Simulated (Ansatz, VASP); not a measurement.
C in VASP and in Ansatz

The input INCAR:

```
SYSTEM = C
PREC = Accurate
ENCUT = 520
EDIFF = 1E-7
ISMEAR = -1
SIGMA = 0.08
LREAL = .False.
LASPH = .True.
NELM = 60
ALGO = Normal
ISIF = 2
LWAVE = .False.
LCHARG = .False.
GGA = PE
NBANDS = 11
```

KPOINTS

```
regular mesh
0
Gamma
  20 20 20
  0 0 0
```

File POSCAR:

```
C
1.0
    0.0000000000      1.7981395114      1.7981395114
    1.7981395114      0.0000000000      1.7981395114
    1.7981395114      1.7981395114      0.0000000000
C
2
Direct
    0.5000000000      0.5000000000      0.5000000000
    0.7500000000      0.7500000000      0.7500000000
```

Input for Ansatz:

```yaml
crystal:
  lattice:
    - [0.0, 1.7981395114, 1.7981395114]
    - [1.7981395114, 0.0, 1.7981395114]
    - [1.7981395114, 1.7981395114, 0.0]
  atoms:
    - { symbol: C, position: [0.5, 0.5, 0.5] }
    - { symbol: C, position: [0.75, 0.75, 0.75] }
kpoints:
  mp_grid: { grid: [20, 20, 20] }
scf:
  occupations: { method: fermi_dirac, width: 0.08 }
hamiltonian:
  xc: pbe
  pseudopotentials: { kind: all_electron, lapw: { basis_error: 0.0005 } }
output:
  forces: true
  stress: true
  eigenvalues: true
```

Change from the starting cell: volume scaled by 1.025.

Alike in both runs: task single point; functional PBE; k mesh 20 × 20 × 20; occupations fermi-dirac, width 0.08 eV; no spin polarisation.

|  | VASP | Ansatz |
| --- | --- | --- |
| version | VASP 6.6.1 | Ansatz 0.2.0 |
| potentials or method | VASP PAW PBE potentials, release 64 (C), cutoff 520 eV | all-electron LAPW, scalar-relativistic |

```csv
,VASP,Ansatz,Ansatz less VASP
gap on the k mesh at the Fermi level (eV),4.08,4.09,+0.008
pressure (GPa),-8.0,-8.6,-0.62
```

Ansatz ran all-electron here, and VASP with PAW potentials.
